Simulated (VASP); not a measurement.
Fe: single point with LDA

Fe:

```xyz
1
Lattice="0.0000 1.9287 1.9519 1.4884 0.0000 1.9519 1.4884 1.9287 0.0000" Properties=species:S:1:pos:R:3 pbc="T T T"
Fe    0.0000    0.0000    0.0000
```

```
Program             : VASP 6.6.1
Task                : single point
Functional          : LDA
Potentials or basis : VASP PAW LDA potentials, release 64 (Fe_sv)
Cutoff              : 600 eV
k mesh              : 13 × 13 × 13
Occupations         : fermi-dirac, width 0.05 eV
Spin                : collinear spin, ferromagnetic start
Starting moments    : [3.0] μB
```

| Property | Result |
| --- | --- |
| Pressure | -19.7 GPa |
| Net moment | 2.06 μB per cell |
| Site moments | Fe +2.02 μB |
| Valence electrons inside the program's atomic spheres | Fe 13.76 |

Stress tensor (GPa, compression positive):
```
-26.06   0.00   0.00
  0.00 -15.58   0.00
  0.00   0.00 -17.47
```

Levels at points of the mesh, in eV from the Fermi level:
Spin up:
```tsv
k point	band 6	band 7	band 8	band 9	band 10	band 11	band 12	band 13
(0.00, 0.00, 0.00)	-2.51	-2.41	-2.02	-1.22	-0.79	23.31	24.83	25.09
```
Spin down:
| k point | band 4 | band 5 | band 6 | band 7 | band 8 | band 9 | band 10 | band 11 |
| --- | --- | --- | --- | --- | --- | --- | --- | --- |
| (0.00, 0.00, 0.00) | -51.16 | -8.34 | -0.88 | -0.74 | -0.26 | 0.90 | 1.47 | 23.44 |

Wall time 120 s on 1 thread of Intel(R) Xeon(R) Platinum 8259CL CPU @ 2.50GHz (Skylake/Cascade Lake), with other jobs on the host, peak memory 0.22 GiB.

Caveat: the cell stands under tension.
